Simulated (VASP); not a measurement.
Here is a VASP 6.6.1 calculation.

File INCAR:

```
SYSTEM = In
PREC = Accurate
ENCUT = 520
EDIFF = 1E-7
ISMEAR = -1
SIGMA = 0.05
LREAL = .FALSE.
LASPH = .TRUE.
NELM = 100
ALGO = Normal
ISIF = 2
LWAVE = .FALSE.
LCHARG = .FALSE.
GGA = PS
NBANDS = 20
```

The input KPOINTS:

```
Automatic mesh
0
G
  9 9 5
  0 0 0
```

Contents of POSCAR:

```
In
1.0
    3.3093153271      0.0000000000      0.0000000000
   -1.6546576636      2.8659511424      0.0000000000
    0.0000000000      0.0000000000      5.3975362249
In
2
Direct
    0.6666666667      0.3333333333      0.7500000000
    0.3333333333      0.6666666667      0.2500000000
```

Potentials or basis: VASP PAW PBE potentials, release 64 (In_d).

Launch:

```bash
$ cat potpaw_PBE.64/In_d/POTCAR > POTCAR
$ mpirun -np 1 vasp_std > vasp.out
```

(1) What does it give for the band gap on the k mesh?

(2) Predict the pressure.

## Answers

(1) zero (band 13 reaches 9.95 eV, above the bottom of band 14 at 5.67 eV).

(2) 0.0 GPa.

Caveat: the PAW data sets were made with another functional, which shifts forces and pressure a little; spin-orbit coupling is left out, which moves the levels of the heavy elements.
